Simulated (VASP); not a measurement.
LiCaBr3: single point with PBE

Crystal: LiCaBr3.

```xyz
5
Lattice="5.0291 0.0000 0.0000 0.0000 5.0291 0.0000 0.0000 0.0000 5.0291" Properties=species:S:1:pos:R:3 pbc="T T T"
Ca    0.0000    0.0000    0.0000
Li    2.5146    2.5146    2.5146
Br    2.5146    2.5146    0.0000
Br    0.0000    2.5146    2.5146
Br    2.5146    0.0000    2.5146
```

```yaml
Program: VASP 6.6.1
Task: single point
Functional: PBE
Potentials_or_basis: VASP PAW PBE potentials, release 64 (Ca_sv, Li_sv, Br)
Cutoff: 750 eV
k_mesh: 4 × 4 × 4
Occupations: methfessel-paxton, width 0.02 eV
Spin: no spin polarisation
```

```
Pressure               : 0.6 GPa
Band gap on the k mesh : 2.23 eV, indirect (least direct gap 2.53 eV)
```

Levels at points of the mesh, in eV from the valence-band top:
```
           k point  band 14  band 15  band 16  band 17  band 18  band 19  band 20  band 21
(0.00, 0.00, 0.00)    -1.07    -0.30    -0.30    -0.30     2.23     2.90     2.90     3.35
(0.50, 0.00, 0.00)    -1.67    -1.61    -0.61    -0.61     3.46     3.53     3.89     4.20
(0.50, 0.50, 0.00)    -1.76    -1.76    -0.24    -0.09     3.58     3.65     4.08     4.21
(0.50, 0.50, 0.50)    -0.21     0.00     0.00     0.00     2.80     3.44     3.44     3.44
```

Run time: 72 s on 1 thread of Intel Xeon 8259CL, on a shared host, peak memory 0.35 GiB.

A k mesh can miss the band edges. Expect the measured gap to be larger: semilocal functionals such as PBE lack the derivative discontinuity.
